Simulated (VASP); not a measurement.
Input of a VASP 6.6.1 run:

Contents of INCAR:

```
SYSTEM = SnO
PREC = Accurate
ENCUT = 520
EDIFF = 1E-6
ISMEAR = -1
SIGMA = 0.05
LREAL = .False.
LASPH = .True.
NELM = 80
ALGO = Normal
ISIF = 2
LWAVE = .False.
LCHARG = .False.
GGA = PS
NBANDS = 28
```

Contents of KPOINTS:

```
regular mesh
0
Gamma
  7 7 6
  0 0 0
```

The input POSCAR:

```
SnO
1.0
    3.6118618977      0.0000000000      0.0000000000
    0.0000000000      3.6118618977      0.0000000000
    0.0000000000      0.0000000000      4.1244088180
Sn O
2 2
Direct
    0.5000000000      0.0000000000      0.7172320058
    0.0000000000      0.5000000000      0.2827679942
    0.0000000000      0.0000000000      0.0000000000
    0.5000000000      0.5000000000      0.0000000000
```

Potentials or basis: VASP PAW PBE potentials, release 64 (Sn_d, O).

The run is started by

```sh
$ cat potpaw_PBE.64/Sn_d/POTCAR potpaw_PBE.64/O/POTCAR > POTCAR
$ mpirun -np 1 vasp_std > vasp.out
```

What does it give for the band gap on the k mesh?

Zero (bands 20 and 21 overlap by 1.38 eV).

What does it give for the pressure?

20.5 GPa.

Estimate the largest force.

0.100 eV/Å.

Forces in eV/Å, atoms in the order of the input:
```
Sn   0.000  0.000 -0.100
Sn   0.000  0.000  0.100
O    0.000  0.000  0.000
O    0.000  0.000  0.000
```

Caveat: the cell stands under pressure; the PAW data sets were made with another functional, which shifts forces and pressure a little; spin-orbit coupling is left out, which moves the levels of the heavy elements.
